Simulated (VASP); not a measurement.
Write the native input for VASP 6.6.1 that does the following.

```
Task                   : single point
Functional             : PBE
Potentials or basis    : VASP PAW PBE potentials, release 64 (C)
Cutoff                 : 520 eV
k mesh                 : 8 × 6 × 6
Occupations            : gaussian, width 0.1 eV
Spin                   : collinear spin
Starting moments       : [1.0, 1.0, 1.0, 1.0, 1.0, 1.0] μB
Dipole correction      : no
Further INCAR settings : ALGO = Normal; EDIFF = 1e-07; NBANDS = 25
```

The structure of C lies in POSCAR:

```
C
1.0
    2.4644716800      0.0000000000      0.0000000000
    0.1824919100      2.9546525700      0.0000000000
    0.7063463000      1.1946170000      3.4145167800
C
6
Direct
    0.8716260200      0.9803190200      0.7543720000
    0.1283739800      0.0196809800      0.2456280000
    0.2805090000      0.2817679900      0.8184990300
    0.7935289700      0.5222669800      0.6717619900
    0.2064710300      0.4777330200      0.3282380100
    0.7194910000      0.7182320100      0.1815009700
```

The cell was built from a structure type or drawn by symmetry, and may not be a known phase.

These files were run (other wordings do the same):

INCAR

```
SYSTEM = C
PREC = Accurate
ENCUT = 520
EDIFF = 1E-7
ISMEAR = 0
SIGMA = 0.1
LREAL = .FALSE.
LASPH = .TRUE.
NELM = 150
ALGO = Normal
ISIF = 2
LWAVE = .FALSE.
LCHARG = .FALSE.
ISPIN = 2
MAGMOM = 1 1 1 1 1 1
LORBIT = 11
GGA = PE
NBANDS = 25
```

KPOINTS

```
Automatic mesh
0
G
  8 6 6
  0 0 0
```

Potentials or basis: VASP PAW PBE potentials, release 64 (C).

Launch:

```bash
$ cat potpaw_PBE.64/C/POTCAR > POTCAR
$ mpirun -np 1 vasp_std > vasp.out
```

It gave:

The pressure is 262.2 GPa and the largest force is 9.335 eV/Å. The band gap on the k mesh is zero (filled and empty bands overlap) and the net moment is 0.00 μB per cell. The valence electrons inside the program's atomic spheres are C 2.71, 2.77, 2.83 (each value once).

Caveat: the k points lie up to 0.38 Å⁻¹ apart, too coarse for converged energies and pressures of a metal; forces of over 1 eV/Å act on the atoms, so gaps and moduli don't describe the material at rest.

Wall time 82 s on 1 thread of Intel(R) Xeon(R) 6975P-C (Granite Rapids), on a shared host, peak memory 0.22 GiB.
